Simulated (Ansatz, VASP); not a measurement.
MnSi in VASP and in Ansatz

```
CELL_PARAMETERS angstrom
4.52712 0.00000 0.00000
0.00000 4.52712 0.00000
0.00000 0.00000 4.52712
ATOMIC_POSITIONS crystal
Mn 0.13654 0.13654 0.13654
Mn 0.36346 0.86346 0.63654
Mn 0.63654 0.36346 0.86346
Mn 0.86346 0.63654 0.36346
Si 0.84542 0.84542 0.84542
Si 0.65458 0.15458 0.34542
Si 0.34542 0.65458 0.15458
Si 0.15458 0.34542 0.65458
```

Alike in both runs: functional PBE; k mesh 8 × 8 × 8; occupations gaussian, width 0.05 eV; no spin polarisation.

Ansatz relaxed the structure, and its values are those at the end. VASP's run is a single point on that final structure, the one shown.

|  | VASP | Ansatz |
| --- | --- | --- |
| version | VASP 6.6.1 | Ansatz 0.2.0 |
| potentials or method | VASP PAW PBE potentials, release 64 (Mn_pv, Si), cutoff 520 eV | scalar-relativistic, plane waves, PAW |
| valence electrons in the cell | 68 | 76 |

|  | VASP | Ansatz | Ansatz less VASP |
| --- | --- | --- | --- |
| gap on the k mesh at the Fermi level (eV) | none | none | - |
| pressure (GPa) | -4.2 | -4.1 | +0.04 |
| rms of the force components (eV/Å) | 0.005 | 0.000 | -0.0053 |

A gap of «none» marks a metal or a gap that the smearing closes. VASP's potentials hold 68 valence electrons a cell and Ansatz's 76, so a difference there can come from the potentials and not from the codes. Ansatz's warnings: stress scf threshold loose.
